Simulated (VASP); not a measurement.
# O (R-3m) in VASP: notebook

Runs on O. Level: PBE. Tasks: single point.

Everything below comes from runs of VASP 6.6.1. Logs are shortened: lines on timing, memory, paths and dates and some standing lists are left out, and cuts for length are marked.

**1. The cell of the first run**

The structure is trigonal, space group R-3m (No. 166). Conventional cell: a = 2.847 Å, b = 2.847 Å, c = 10.225 Å, α = 90.00°, β = 90.00°, γ = 120.00°. O (site symmetry 3m) has 1 O at 1.18 Å within 1.6 Å.

**2. Single point, PBE**

INCAR

```
  PREC = Accurate
  ENCUT = 520
  EDIFF = 1E-6
  ISMEAR = -1
  SIGMA = 0.01
  LREAL = F
  LASPH = T
  NELM = 100
  ALGO = Normal
  ISIF = 2
  LWAVE = F
  LCHARG = T
  GGA = PE
  LELF = T
  LVHAR = T
  NBANDS = 13
```

KPOINTS

```
regular mesh
0
Gamma
  11 11 11
```

POSCAR

```
O
1.0
    1.4233490221      0.8217709410      3.4083000000
   -1.4233490221      0.8217709410      3.4083000000
    0.0000000000     -1.6435418821      3.4083000000
O
2
Direct
    0.0577000000      0.0577000000      0.0577000000
    0.9423000000      0.9423000000      0.9423000000
```

Potentials or basis: VASP PAW PBE potentials, release 64 (O).

Started as:

```sh
$ cat potpaw_PBE.64/O/POTCAR > POTCAR
$ mpirun -np 1 vasp_std > vasp.out
```

OUTCAR:

```text
PREC = Accurate
   ENCUT = 520
   EDIFF = 1E-6
   ISMEAR = -1
   LREAL = F
   LASPH = T
   NELM = 100
   ISIF = 2
   GGA = PE

 ion  position               nearest neighbor table
   1  0.058  0.058  0.058-   2 1.18
   2  0.942  0.942  0.942-   1 1.18

  LATTYP: Found a trigonal (rhomboedric) cell.
 ALAT       =     3.7838788046
 COS(alpha) =     0.7170052526

  Lattice vectors:

 A1 = (   1.4233490221,   0.8217709410,   3.4083000000)
 A2 = (  -1.4233490221,   0.8217709410,   3.4083000000)
 A3 = (   0.0000000000,  -1.6435418821,   3.4083000000)

Analysis of symmetry for initial positions (statically):
=====================================================================
 Subroutine PRICEL returns:
 Original cell was already a primitive cell.

 Routine SETGRP: Setting up the symmetry group for a
 trigonal (rhombohedral) supercell.

 Subroutine GETGRP returns: Found 12 space group operations
 (whereof 12 operations were pure point group operations)
 out of a pool of 12 trial point group operations.

The static configuration has the point symmetry D_3d.

Analysis of symmetry for dynamics (positions and initial velocities):
=====================================================================
 Subroutine PRICEL returns:
 Original cell was already a primitive cell.

 Routine SETGRP: Setting up the symmetry group for a
 trigonal (rhombohedral) supercell.

 Subroutine GETGRP returns: Found 12 space group operations
 (whereof 12 operations were pure point group operations)
 out of a pool of 12 trial point group operations.

The dynamic configuration has the point symmetry D_3d.

 Subroutine INISYM returns: Found 12 space group operations
 (whereof 12 operations are pure point group operations),
 and found     1 'primitive' translations

----------------------------------------------------------------------------------------

                                     Primitive cell

  volume of cell :      23.9195

  direct lattice vectors                    reciprocal lattice vectors
     1.423349022  0.821770941  3.408300000     0.351284184  0.202814018  0.097800467
    -1.423349022  0.821770941  3.408300000    -0.351284184  0.202814018  0.097800467
     0.000000000 -1.643541882  3.408300000     0.000000000 -0.405628037  0.097800467

  length of vectors
     3.783878805  3.783878805  3.783878805     0.417251765  0.417251765  0.417251765

  position of ions in fractional coordinates (direct lattice)
     0.057700000  0.057700000  0.057700000
     0.942300000  0.942300000  0.942300000

  ion indices of the primitive-cell ions
   primitive index   ion index
                 1           1
                 2           2

----------------------------------------------------------------------------------------

 KPOINTS: regular mesh

Automatic generation of k-mesh.
 Grid dimensions read from file:
 generate k-points for:   11   11   11

 Generating k-lattice:

  Cartesian coordinates                     Fractional coordinates (reciprocal lattice)
     0.031934926  0.018437638  0.008890952     0.090909091 -0.000000000  0.000000000
    -0.031934926  0.018437638  0.008890952    -0.000000000  0.090909091  0.000000000
     0.000000000 -0.036875276  0.008890952     0.000000000  0.000000000  0.090909091

  Length of vectors
     0.037931979  0.037931979  0.037931979

  Shift w.r.t. Gamma in fractional coordinates (k-lattice)
     0.000000000  0.000000000  0.000000000

 Subroutine IBZKPT returns following result:
 ===========================================

 Found    146 irreducible k-points:

 Following reciprocal coordinates:
            Coordinates               Weight
  0.000000  0.000000  0.000000      1.000000
  0.090909  0.000000  0.000000      6.000000
  0.181818 -0.000000  0.000000      6.000000
  0.272727  0.000000  0.000000      6.000000
  0.363636 -0.000000  0.000000      6.000000
  0.454545  0.000000  0.000000      6.000000
[... 16 lines left out ...]
 -0.272727  0.181818 -0.000000     12.000000
 -0.181818  0.181818  0.000000      6.000000
 [... further k-points ...]
   k-points           NKPTS =    146   k-points in BZ     NKDIM =    146   number of bands    NBANDS=     13
   number of dos      NEDOS =    301   number of ions     NIONS =      2
   total plane-waves  NPLWV =  21952
   dimension x,y,z NGX =    28 NGY =   28 NGZ =   28
   dimension x,y,z NGXF=    56 NGYF=   56 NGZF=   56
   ions per type =               2
   NGX,Y,Z   is equivalent  to a cutoff of  12.30, 12.30, 12.30 a.u.
   NGXF,Y,Z  is equivalent  to a cutoff of  24.60, 24.60, 24.60 a.u.
 SYSTEM =  unknown system
   PREC   = accura    normal or accurate (medium, high low for compatibility)
   ISTART =      0    job   : 0-new  1-cont  2-samecut
   ICHARG =      2    charge: 1-file 2-atom 10-const
   ISPIN  =      1    spin polarized calculation?
   LNONCOLLINEAR =      F non collinear calculations
   LSORBIT =      F    spin-orbit coupling
   LASPH  =      T    aspherical Exc in radial PAW
   ENCUT  =  520.0 eV  38.22 Ry    6.18 a.u.   7.04  7.04  7.04*2*pi/ulx,y,z
   NELM   =    100;   NELMIN=  2; NELMDL= -5     # of ELM steps
   EDIFF  = 0.1E-05   stopping-criterion for ELM
   LREAL  =      F    real-space projection
   EDIFFG = 0.1E-04   stopping-criterion for IOM
   NSW    =      0    number of steps for IOM
   IBRION =     -1    ionic relax: 0-MD 1-quasi-New 2-CG
   NFREE  =      0    steps in history (QN), initial steepest desc. (CG)
   ISIF   =      2    stress and relaxation
   ISYM   =      2    0-nonsym 1-usesym 2-fastsym
   POTIM  = 0.5000    time-step for ionic-motion
   TEBEG  =    0.0;   TEEND  =   0.0 temperature during run
   PSTRESS=    0.0 pullay stress
   NELECT =      12.0000    total number of electrons
   NUPDOWN=      -1.0000    fix difference up-down
   EMIN   =  10.00;   EMAX   =-10.00  energy-range for DOS
   EFERMI =   0.00;   METHOD = LEGACY
   ISMEAR =    -1;   SIGMA  =   0.01  broadening in eV -4-tet -1-fermi 0-gaus
   EFERMI_NEDOS =   21; number of points for ismear=-14 and -15
   IALGO  =     38    algorithm
   IMIX   =      4    mixing-type and parameters
     AMIX     =   0.40;   BMIX     =  1.00
     AMIX_MAG =   1.60;   BMIX_MAG =  1.00
  volume/ion in A,a.u.               =      11.96        80.71
  Fermi-wavevector in a.u.,A,eV,Ry     =   1.300823  2.458199 23.022964  1.692140
  Thomas-Fermi vector in A             =   2.431997
   LORBIT       =      0    0 simple, 1 ext, 2 COOP (PROOUT), +10 PAW based schemes
   GGA     = PE    functional components
   LHFCALC =     F    Hartree Fock is set to
   AEXX    =    0.0000 exact exchange contribution
   IVDW    =     0    specifies the selected vdW correction
   LEPSILON=     F    determine dielectric tensor
   LRPA    =     F    only Hartree local field effects (RPA)
 non-spin polarized calculation
  energy-cutoff  :      520.00
  volume of cell :       23.92
 maximum number of plane-waves:       654
   NGX = 15   NGY = 15   NGZ = 15

 number of electron      11.9999999 magnetization

 Free energy of the ion-electron system (eV)
  ---------------------------------------------------
  ext. energy  EPLUGINS =         0.00000000
  ---------------------------------------------------
  free energy    TOTEN  =        -9.29211231 eV

  energy without entropy =       -9.29166992  energy(sigma->0) =       -9.29189111

 E-fermi :   0.4196     XC(G=0):  -9.1971

 val. band max:        0.4075032528   @ k =  -0.4545   0.0909  -0.0000
 cond. band min:       0.4247591692   @ k =  -0.3636   0.3636   0.0909
 fundamental gap:      0.0172559163
 Fermi energy:         0.4195508850

 k-point     1 :       0.0000    0.0000    0.0000
  band No.  band energies     occupation
      1     -27.7464      2.00000
      2     -13.4342      2.00000
      3      -8.7158      2.00000
      4      -6.1574      2.00000
      5      -6.1574      2.00000
      6       0.9879      0.00000
      7       0.9879      0.00000
      8       8.7242      0.00000
      9      12.1549      0.00000
     10      15.4590      0.00000
     11      19.1295      0.00000
     12      21.7503      0.00000
     13      21.7503      0.00000

 k-point     2 :       0.0909    0.0000    0.0000
  band No.  band energies     occupation
      1     -27.7190      2.00000
      2     -13.4243      2.00000
      3      -8.6684      2.00000
      4      -6.2975      2.00000
      5      -6.1888      2.00000
      6       0.8704      0.00000
      7       0.9478      0.00000
      8       8.9873      0.00000
      9      12.1516      0.00000
     10      15.4658      0.00000
     11      19.3318      0.00000
     12      20.4877      0.00000
     13      22.0736      0.00000

 k-point     3 :       0.1818   -0.0000    0.0000
  band No.  band energies     occupation
      1     -27.6458      2.00000
      2     -13.3958      2.00000
      3      -8.5505      2.00000
      4      -6.6504      2.00000
      5      -6.2719      2.00000
      6       0.5687      0.00000
      7       0.8413      0.00000
      8       9.6666      0.00000
      9      12.1289      0.00000
     10      15.5935      0.00000
     11      18.1690      0.00000
     12      20.3760      0.00000
     13      22.5475      0.00000
[... 305 lines left out ...]
 k-point    23 :      -0.2727    0.1818   -0.0000
  band No.  band energies     occupation
      1     -27.4244      2.00000
      2     -13.2465      2.00000
      3      -8.4370      2.00000
      4      -7.1403      2.00000
      5      -6.8167      2.00000
      6      -0.1709      2.00000
      7       0.3533      1.99736
      8      11.5971      0.00000
      9      12.0549      0.00000
     10      15.5504      0.00000
     11      17.5660      0.00000
     12      18.6380      0.00000
     13      21.0794      0.00000

 k-point    24 :      -0.1818    0.1818    0.0000
  band No.  band energies     occupation
      1     -27.5037      2.00000
      2     -13.2593      2.00000
      3      -8.5170      2.00000
      4      -6.9939      2.00000
      5      -6.6268      2.00000
      6       0.0070      2.00000
      7       0.5739      0.00000
      8      11.1027      0.00000
      9      11.9415      0.00000
     10      16.3690      0.00000
     11      16.7923      0.00000
     12      19.5187      0.00000
     13      20.8459      0.00000

 [... further k-points ...]
[... 5 lines left out ...]
  --------------------------------------------------------------------------------------
  -------------------------------------------------------------------------------------
  Total       -0.9484535     -0.9484535      6.1023932      0.0000000     -0.0000000      0.0000000
  in kB      -63.5294916    -63.5294916    408.7516465      0.0000000     -0.0000000      0.0000000
  external PRESSURE =      93.8975544 kB  Pullay stress =       0.0000000 kB

 VOLUME and BASIS-vectors are now :
 -----------------------------------------------------------------------------
  energy-cutoff  :      520.00
  volume of cell :       23.92
      direct lattice vectors                 reciprocal lattice vectors
     1.423349022  0.821770941  3.408300000     0.351284184  0.202814018  0.097800467
    -1.423349022  0.821770941  3.408300000    -0.351284184  0.202814018  0.097800467
     0.000000000 -1.643541882  3.408300000     0.000000000 -0.405628037  0.097800467

 POSITION                                       TOTAL-FORCE (eV/Angst)
 -----------------------------------------------------------------------------------
      0.00000     -0.00000      0.58998         0.000000     -0.000000      4.284149
      0.00000     -0.00000      9.63492         0.000000      0.000000     -4.284149
 -----------------------------------------------------------------------------------
    total drift:                                0.000000     -0.000000      0.000000

  FREE ENERGIE OF THE ION-ELECTRON SYSTEM (eV)
  ---------------------------------------------------
  free  energy   TOTEN  =        -9.2921123056 eV

  energy  without entropy=       -9.2916699200  energy(sigma->0) =       -9.29189111
```

Run time: 36 s. Hardware: 1 thread of Intel Xeon Platinum 8488C (Sapphire Rapids), shared host; peak memory 0.16 GiB.

Results:

```
Free energy            : -9.2921 eV
Pressure               : 9.4 GPa
Largest force          : 4.284 eV/Å
Band gap on the k mesh : zero (band 6 reaches 1.23 eV, above the bottom of band 7 at 0.02 eV)
```

Forces in eV/Å, atoms in the order of the input:
```
O    0.000  0.000  4.284
O    0.000  0.000 -4.284
```

Stress tensor (GPa, compression positive):
```
-6.35  0.00  0.00
 0.00 -6.35  0.00
 0.00  0.00 40.88
```

Levels at points of the mesh, in eV from the Fermi level:
| k point | band 3 | band 4 | band 5 | band 6 | band 7 | band 8 | band 9 | band 10 |
| --- | --- | --- | --- | --- | --- | --- | --- | --- |
| (0.00, 0.00, 0.00) | -9.14 | -6.58 | -6.58 | 0.57 | 0.57 | 8.30 | 11.74 | 15.04 |

Caveat: the standard files for N, O and F lose accuracy on very short bonds; spin is off for a triplet molecule; forces of over 1 eV/Å act on the atoms, so gaps and moduli don't describe the material at rest.

(Part 1 of 2 ends here.)
